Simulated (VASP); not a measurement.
# Sb (I4/mcm) in VASP: further runs, part 2 of 2

VASP 6.6.1.

## (5) Single point, PBE

This run uses another cell than the first one, of 34.21 Å³/atom, 1.061 times its volume.

The input, INCAR:

```
SYSTEM = Sb
PREC     = Accurate       ! precision mode
ENCUT    = 520            ! plane-wave cutoff, eV
EDIFF    = 1E-6           ! SCF threshold, eV
ISMEAR   = -1             ! smearing method
SIGMA    = 0.05           ! smearing width, eV
LREAL    = .False.        ! projectors in reciprocal space
LASPH    = .True.         ! aspherical terms in the spheres
NELM     = 100            ! most SCF steps
ALGO     = Normal         ! electronic algorithm
ISIF     = 2              ! what is computed and relaxed
LWAVE    = .False.        ! write WAVECAR
LCHARG   = .True.         ! write CHGCAR
GGA      = PE             ! functional
LELF     = .True.         ! ELF
LVHAR    = .True.       
NBANDS   = 18             ! bands
```

The input, KPOINTS:

```
regular mesh
0
Gamma
  7 7 7
  0 0 0
```

The input, POSCAR:

```
Sb
1.0
   -4.0830431818      4.0830431818      2.0521409013
    4.0830431818     -4.0830431818      2.0521409013
    4.0830431818      4.0830431818     -2.0521409013
Sb
4
Direct
    0.6512630600      0.1512630600      0.8025261200
    0.1512630600      0.3487369400      0.5000000000
    0.3487369400      0.8487369400      0.1974738800
    0.8487369400      0.6512630600      0.5000000000
```

Potentials or basis: VASP PAW PBE potentials, release 64 (Sb).

Run with:

```sh
$ cat potpaw_PBE.64/Sb/POTCAR > POTCAR
$ mpirun -np 1 vasp_std > vasp.out
```

OUTCAR:

```text
SYSTEM = Sb
   PREC = Accurate
   ENCUT = 520
   EDIFF = 1E-6
   ISMEAR = -1
   LREAL = .False.
   LASPH = .True.
   NELM = 100
   ISIF = 2
   GGA = PE

 ion  position               nearest neighbor table
   1  0.651  0.151  0.803-   3 3.07   3 3.07   2 3.21   4 3.21   2 3.21   4 3.21   3 3.49
   2  0.151  0.349  0.500-   4 3.07   4 3.07   1 3.21   3 3.21   1 3.21   3 3.21   4 3.49
   3  0.349  0.849  0.197-   1 3.07   1 3.07   2 3.21   4 3.21   4 3.21   2 3.21   1 3.49
   4  0.849  0.651  0.500-   2 3.07   2 3.07   1 3.21   3 3.21   3 3.21   1 3.21   2 3.49

  LATTYP: Found a body centered tetragonal cell.
[... 707 lines left out ...]
  -------------------------------------------------------------------------------------
  Total       -0.3011270     -0.3011270     -0.3518607      0.0000000      0.0000000      0.0000000
  in kB       -3.5255365     -3.5255365     -4.1195158      0.0000000      0.0000000      0.0000000
  external PRESSURE =      -3.7235296 kB  Pullay stress =       0.0000000 kB

 VOLUME and BASIS-vectors are now :
 -----------------------------------------------------------------------------
  energy-cutoff  :      520.00
  volume of cell :      136.85
      direct lattice vectors                 reciprocal lattice vectors
    -4.083043182  4.083043182  2.052140901     0.000000000  0.122457681  0.243647987
     4.083043182 -4.083043182  2.052140901     0.122457681  0.000000000  0.243647987
     4.083043182  4.083043182 -2.052140901     0.122457681  0.122457681  0.000000000

 POSITION                                       TOTAL-FORCE (eV/Angst)
 -----------------------------------------------------------------------------------
      1.23523      5.31827     -0.00000        -0.042938     -0.042938     -0.000000
      2.84782      1.23523      0.00000         0.042938     -0.042938      0.000000
      2.84782     -1.23523      2.05214         0.042938      0.042938      0.000000
      1.23523      2.84782      2.05214        -0.042938      0.042938      0.000000
 -----------------------------------------------------------------------------------
    total drift:                               -0.000000     -0.000000      0.000000

  FREE ENERGIE OF THE ION-ELECTRON SYSTEM (eV)
  ---------------------------------------------------
  free  energy   TOTEN  =       -15.5016299388 eV

  energy  without entropy=      -15.4744623941  energy(sigma->0) =      -15.48804617
```

OSZICAR:

```text
N       E                     dE             d eps       ncg     rms          rms(c)
DAV:   1     0.909542109339E+02    0.90954E+02   -0.66533E+03  1440   0.865E+02
DAV:   2    -0.896937360040E+01   -0.99924E+02   -0.96202E+02  1878   0.144E+02
DAV:   3    -0.154340534748E+02   -0.64647E+01   -0.63497E+01  1884   0.409E+01
DAV:   4    -0.155255300985E+02   -0.91477E-01   -0.91305E-01  1704   0.539E+00
DAV:   5    -0.155278067809E+02   -0.22767E-02   -0.22766E-02  2026   0.943E-01    0.355E+00
DAV:   6    -0.155059291877E+02    0.21878E-01   -0.28101E-02  1622   0.749E-01    0.209E+00
DAV:   7    -0.155002575672E+02    0.56716E-02   -0.39048E-02  1638   0.903E-01    0.137E-01
DAV:   8    -0.155011155583E+02   -0.85799E-03   -0.42698E-03  1528   0.344E-01    0.604E-02
DAV:   9    -0.155015270491E+02   -0.41149E-03   -0.66871E-04  1600   0.133E-01    0.448E-02
DAV:  10    -0.155016036588E+02   -0.76610E-04   -0.82823E-05  1688   0.434E-02    0.904E-03
DAV:  11    -0.155016274576E+02   -0.23799E-04   -0.32735E-05  1592   0.232E-02    0.447E-03
DAV:  12    -0.155016295715E+02   -0.21139E-05   -0.21167E-06  1646   0.660E-03    0.961E-04
DAV:  13    -0.155016299388E+02   -0.36737E-06   -0.41913E-07  1278   0.309E-03
   1 F= -.15501630E+02 E0= -.15488046E+02  d E =-.271675E-01
```

Run time: 56 s. Hardware: 1 thread of Intel Xeon 6975P-C (Granite Rapids), shared host; peak memory 0.34 GiB.

What came out:

- Free energy: -15.5016 eV
- Pressure: -0.4 GPa
- Largest force: 0.061 eV/Å
- Band gap on the k mesh: zero (band 10 reaches 6.31 eV, above the bottom of band 11 at 4.79 eV)

Forces in eV/Å, atoms in the order of the input:
```
Sb  -0.043 -0.043  0.000
Sb   0.043 -0.043  0.000
Sb   0.043  0.043  0.000
Sb  -0.043  0.043  0.000
```

Caveat: spin-orbit coupling is left out, which moves the levels of the heavy elements.

## (6) Single point, PBE

This run uses another cell than the first one, of 34.87 Å³/atom, 1.082 times its volume.

The input, INCAR:

```
PREC = Accurate
ENCUT = 520
EDIFF = 1E-7
ISMEAR = -1
SIGMA = 0.05
LREAL = F
LASPH = T
NELM = 60
ALGO = Normal
ISIF = 2
LWAVE = F
LCHARG = F
GGA = PE
NBANDS = 18
```

The input, KPOINTS:

```
regular mesh
0
Gamma
  7 7 7
```

The input, POSCAR:

```
Sb
1.0
   -4.1090505274      4.1090505274      2.0652122148
    4.1090505274     -4.1090505274      2.0652122148
    4.1090505274      4.1090505274     -2.0652122148
Sb
4
Direct
    0.6512630600      0.1512630600      0.8025261200
    0.1512630600      0.3487369400      0.5000000000
    0.3487369400      0.8487369400      0.1974738800
    0.8487369400      0.6512630600      0.5000000000
```

Potentials or basis: VASP PAW PBE potentials, release 64 (Sb).

Run with:

```sh
$ cat potpaw_PBE.64/Sb/POTCAR > POTCAR
$ mpirun -np 1 vasp_std > vasp.out
```

Run time: 71 s. Hardware: 1 thread of Intel Xeon 6975P-C (Granite Rapids), shared host; peak memory 0.33 GiB.

Results (log left out):

* Free energy: -15.4887 eV
* Pressure: -1.2 GPa
* Largest force: 0.086 eV/Å
* Band gap on the k mesh: zero (band 10 reaches 6.11 eV, above the bottom of band 11 at 4.60 eV)

Forces in eV/Å, atoms in the order of the input:
```
Sb  -0.061 -0.061  0.000
Sb   0.061 -0.061  0.000
Sb   0.061  0.061  0.000
Sb  -0.061  0.061  0.000
```

Stress tensor (GPa, compression positive):
```
-1.06  0.00  0.00
 0.00 -1.06  0.00
 0.00  0.00 -1.44
```

Levels at points of the mesh, in eV from the Fermi level:
```
           k point  band 8  band 9  band 10  band 11  band 12  band 13
(0.00, 0.00, 0.00)   -1.12   -0.92    -0.86    -0.86    -0.38     2.61
```

Caveat: spin-orbit coupling is left out, which moves the levels of the heavy elements.

## (7) Overview

| cell | gap on the mesh (eV) | pressure (GPa) | largest force (eV/Å) |
| --- | --- | --- | --- |
| a = 6.008 Å, angles 96.4, 96.4, 140.9°, 4 atoms | none | 2.7 | 0.03 |
| a = 6.049 Å, angles 96.4, 96.4, 140.9°, 4 atoms | none | 1.6 | - |
| a = 6.089 Å, angles 96.4, 96.4, 140.9°, 4 atoms | none | 0.5 | 0.03 |
| a = 6.128 Å, angles 96.4, 96.4, 140.9°, 4 atoms | none | -0.4 | 0.06 |
| a = 6.167 Å, angles 96.4, 96.4, 140.9°, 4 atoms | none | -1.2 | 0.09 |

Alike in all rows: task single point; level PBE; potentials or basis VASP PAW PBE potentials, release 64 (Sb); no spin polarisation; k mesh 7 × 7 × 7; cutoff (eV) 520; smearing fermi-dirac 0.05 eV.

Caveats: spin-orbit coupling is left out, which moves the levels of the heavy elements.

Total energies depend on the potentials used, so only differences within one code and one set of settings carry meaning.
